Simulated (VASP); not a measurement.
# Te (Pm-3m) in VASP: single point with r2SCAN0

Aim: the single point of Te with r2SCAN0.

All numbers are computed with VASP 6.6.1; they aren't measurements. Logs are shortened: lines on timing, memory, paths and dates and some standing lists are left out, and cuts for length are marked.

## 1. The cell of the first run

It takes space group Pm-3m (No. 221, cubic). Conventional cell: a = 3.189 Å, b = 3.189 Å, c = 3.189 Å, α = 90.00°, β = 90.00°, γ = 90.00°. Within 4.2 Å of Te (site symmetry m-3m) lie 6 Te at 3.19 Å.

This isn't the form of Te at room conditions, which is trigonal, of chains.

## 2. Single point, r2SCAN0

Contents of POSCAR:

```
Te
1.0
    3.1890901194      0.0000000000      0.0000000000
    0.0000000000      3.1890901194      0.0000000000
    0.0000000000      0.0000000000      3.1890901194
Te
1
Direct
    0.0000000000      0.0000000000      0.0000000000
```

Contents of INCAR.step1:

```
PREC = Accurate
ENCUT = 520
EDIFF = 1E-5
ISMEAR = -1
SIGMA = 0.1
LREAL = F
LASPH = T
NELM = 100
ALGO = Normal
ISIF = 2
LWAVE = T
NBANDS = 9
GGA = PE
```

Contents of INCAR.step2:

```
PREC = Accurate
ENCUT = 520
EDIFF = 1E-6
ISMEAR = -1
SIGMA = 0.1
LREAL = F
LASPH = T
NELM = 100
ALGO = Normal
ISIF = 2
LWAVE = F
LCHARG = T
METAGGA = R2SCAN
LHFCALC = T
AEXX = 0.25
LMIXTAU = T
PRECFOCK = Normal
LELF = T
LVHAR = T
NBANDS = 9
ISTART = 1
```

Contents of KPOINTS:

```
regular mesh
0
Gamma
  5 5 5
```

Potentials or basis: VASP PAW PBE potentials, release 64 (Te).

Launch:

```console
cat potpaw_PBE.64/Te/POTCAR > POTCAR
cp INCAR.step1 INCAR
mpirun -np 1 vasp_std > vasp.out
cp INCAR.step2 INCAR
mpirun -np 1 vasp_std > vasp.out
```

OUTCAR:

```text
PREC = Accurate
   ENCUT = 520
   EDIFF = 1E-6
   ISMEAR = -1
   LREAL = F
   LASPH = T
   NELM = 100
   ISIF = 2
   METAGGA = R2SCAN
   LHFCALC = T
   AEXX = 0.25
   PRECFOCK = Normal
   ISTART = 1

 ion  position               nearest neighbor table
   1  0.000  0.000  0.000-

  LATTYP: Found a simple cubic cell.
 ALAT       =     3.1890901194

  Lattice vectors:

 A1 = (   3.1890901194,   0.0000000000,   0.0000000000)
 A2 = (   0.0000000000,   3.1890901194,   0.0000000000)
 A3 = (   0.0000000000,   0.0000000000,   3.1890901194)

Analysis of symmetry for initial positions (statically):
=====================================================================
 Subroutine PRICEL returns:
 Original cell was already a primitive cell.

 Routine SETGRP: Setting up the symmetry group for a
 simple cubic supercell.

 Subroutine GETGRP returns: Found 48 space group operations
 (whereof 48 operations were pure point group operations)
 out of a pool of 48 trial point group operations.

The static configuration has the point symmetry O_h .

Analysis of symmetry for dynamics (positions and initial velocities):
=====================================================================
 Subroutine PRICEL returns:
 Original cell was already a primitive cell.

 Routine SETGRP: Setting up the symmetry group for a
 simple cubic supercell.

 Subroutine GETGRP returns: Found 48 space group operations
 (whereof 48 operations were pure point group operations)
 out of a pool of 48 trial point group operations.

The dynamic configuration has the point symmetry O_h .

 Subroutine INISYM returns: Found 48 space group operations
 (whereof 48 operations are pure point group operations),
 and found     1 'primitive' translations

----------------------------------------------------------------------------------------

                                     Primitive cell

  volume of cell :      32.4340

  direct lattice vectors                    reciprocal lattice vectors
     3.189090119  0.000000000  0.000000000     0.313569063  0.000000000  0.000000000
     0.000000000  3.189090119  0.000000000     0.000000000  0.313569063  0.000000000
     0.000000000  0.000000000  3.189090119     0.000000000  0.000000000  0.313569063

[... 73 lines left out ...]
   ISYM   =      3    0-nonsym 1-usesym 2-fastsym
   POTIM  = 0.5000    time-step for ionic-motion
   TEBEG  =    0.0;   TEEND  =   0.0 temperature during run
   PSTRESS=    0.0 pullay stress
   NELECT =       6.0000    total number of electrons
   NUPDOWN=      -1.0000    fix difference up-down
   EMIN   =  10.00;   EMAX   =-10.00  energy-range for DOS
   EFERMI =   0.00;   METHOD = LEGACY
   ISMEAR =    -1;   SIGMA  =   0.10  broadening in eV -4-tet -1-fermi 0-gaus
   EFERMI_NEDOS =   21; number of points for ismear=-14 and -15
   IALGO  =     38    algorithm
   IMIX   =      1    mixing-type and parameters
     AMIX     =   0.40;   BMIX     =  1.00
     AMIX_MAG =   1.60;   BMIX_MAG =  1.00
  volume/ion in A,a.u.               =      32.43       218.88
  Fermi-wavevector in a.u.,A,eV,Ry     =   0.932807  1.762750 11.838822  0.870129
  Thomas-Fermi vector in A             =   2.059443
   LORBIT       =      0    0 simple, 1 ext, 2 COOP (PROOUT), +10 PAW based schemes
   METAGGA = R2SCAN    functional components
   LHFCALC =     T    Hartree Fock is set to
   PRECFOCK=normal    Normal, Fast or Accurate (Low or Medium for compatibility)
   ENCUT4O =  -1.0   cutoff for four orbital integrals eV
   NKREDX  =     1    reduce k-point grid by
   NKREDY  =     1    reduce k-point grid by
   NKREDZ  =     1    reduce k-point grid by
   AEXX    =    0.2500 exact exchange contribution
   HFSCREEN=    0.0000 screening length (either q_TF or 0.3 A-1)
   HFSCREENC=   0.0000 screening length for correlation (either q_TF or 0.3 A-1)
   ENCUTFOCK=  -1.0 apply spherical cutoff to Coloumb kernel
   IVDW    =     0    specifies the selected vdW correction
   LEPSILON=     F    determine dielectric tensor
   LRPA    =     F    only Hartree local field effects (RPA)
 non-spin polarized calculation
  energy-cutoff  :      520.00
  volume of cell :       32.43
 maximum number of plane-waves:       895
 NGX is ok and might be reduce to    24
  NGX = 18; NGY = 18; NGZ = 18

 number of electron       6.0000000 magnetization

 Free energy of the ion-electron system (eV)
  ---------------------------------------------------
  ext. energy  EPLUGINS =         0.00000000
  ---------------------------------------------------
  free energy    TOTEN  =       -20.93492487 eV

  energy without entropy =      -20.92311187  energy(sigma->0) =      -20.92901837

 E-fermi :   5.6088     XC(G=0):  -7.6918

 val. band max:        5.3630796385   @ k =   0.4000   0.2000   0.2000
 cond. band min:       6.4751176125   @ k =   0.4000   0.2000   0.2000
 fundamental gap:      1.1120379740
 Fermi energy:         5.6088026408

 k-point     1 :       0.0000    0.0000    0.0000
  band No.  band energies     occupation
      1      -9.7328      2.00000
      2       8.0474      0.00000
      3       8.0474      0.00000
      4       8.0474      0.00000
      5      13.3551      0.00000
      6      13.3551      0.00000
      7      13.9695      0.00000
      8      25.7896      0.00000
      9      25.7896      0.00000
[... 97 lines left out ...]
 k-point    10 :       0.4000    0.4000    0.4000
  band No.  band energies     occupation
      1      -4.3289      2.00000
      2       2.4576      2.00000
      3       2.4576      2.00000
      4       2.8783      2.00000
      5      11.8980      0.00000
      6      12.5937      0.00000
      7      12.5937      0.00000
      8      16.9618      0.00000
      9      27.8280      0.00000

------------------------ aborting loop because EDIFF is reached ----------------------------------------

  FORCE on cell =-STRESS in cart. coord.  units (eV):
  Direction    XX          YY          ZZ          XY          YZ          ZX
  --------------------------------------------------------------------------------------
  -------------------------------------------------------------------------------------
  Total       -0.7868610     -0.7868610     -0.7868610     -0.0000000      0.0000000     -0.0000000
  in kB      -38.8694337    -38.8694337    -38.8694337     -0.0000000      0.0000000     -0.0000000
  external PRESSURE =     -38.8694337 kB  Pullay stress =       0.0000000 kB

 VOLUME and BASIS-vectors are now :
 -----------------------------------------------------------------------------
  energy-cutoff  :      520.00
  volume of cell :       32.43
      direct lattice vectors                 reciprocal lattice vectors
     3.189090119  0.000000000  0.000000000     0.313569063  0.000000000  0.000000000
     0.000000000  3.189090119  0.000000000     0.000000000  0.313569063  0.000000000
     0.000000000  0.000000000  3.189090119     0.000000000  0.000000000  0.313569063

 POSITION                                       TOTAL-FORCE (eV/Angst)
 -----------------------------------------------------------------------------------
      0.00000      0.00000      0.00000         0.000000      0.000000      0.000000
 -----------------------------------------------------------------------------------
    total drift:                                0.000000      0.000000      0.000000

  FREE ENERGIE OF THE ION-ELECTRON SYSTEM (eV)
  ---------------------------------------------------
  free  energy   TOTEN  =       -20.9349248707 eV

  energy  without entropy=      -20.9231118677  energy(sigma->0) =      -20.92901837
```

It took 2.1 min on 1 thread of AMD EPYC 7R43 (Zen 3), shared host; peak memory 0.11 GiB.

Results:

```yaml
Free_energy: -20.9349 eV
Pressure: -3.9 GPa
Band_gap_on_the_k_mesh: zero (bands 3 and 4 overlap by 6.60 eV)
```

Caveat: the k points lie up to 0.39 Å⁻¹ apart, too coarse for converged energies and pressures of a metal; the PAW data sets were made with another functional, which shifts forces and pressure a little; spin-orbit coupling is left out, which moves the levels of the heavy elements.
